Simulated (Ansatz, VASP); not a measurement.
SiO2: VASP beside Ansatz

```xyz
6
Lattice="4.1053 0.0000 0.0000 0.0000 4.1053 0.0000 0.0000 0.0000 2.7891" Properties=species:S:1:pos:R:3 pbc="T T T"
Si    2.0526    2.0526    1.3945
Si    0.0000    0.0000    0.0000
O     2.8508    2.8508    0.0000
O     0.7982    3.3071    1.3945
O     1.2545    1.2545    0.0000
O     3.3071    0.7982    1.3945
```

Alike in both runs: task single point; functional LDA; k mesh 6 × 6 × 8; occupations gaussian, width 0.05 eV; no spin polarisation.

```csv
,VASP,Ansatz
version,VASP 6.6.1,Ansatz 0.2.0
potentials or method,"VASP PAW LDA potentials, release 64 (Si, O), cutoff 520 eV","scalar-relativistic, plane waves, PAW"
valence electrons in the cell,32,32
```

Ansatz gave:

* gap on the k mesh at the Fermi level (eV): 5.17
* least direct gap on the mesh (eV): 5.17
* pressure (GPa): -9.1
* traceless stress, the component that is largest in VASP (GPa): -17.61
* rms of the force components (eV/Å): 0.100

Question: Estimate VASP's values.

Answer: gap on the k mesh at the Fermi level (eV): 5.17; least direct gap on the mesh (eV): 5.17; pressure (GPa): -8.1; traceless stress, the component that is largest in VASP (GPa): -17.26; rms of the force components (eV/Å): 0.104.

Ansatz warns that its potentials were made for another functional, while VASP's fit it. LDA's correlation is that of Perdew and Zunger in VASP and of Perdew and Wang (1992) in Ansatz. Atom by atom the forces differ by 0.004 eV/Å (rms over components).
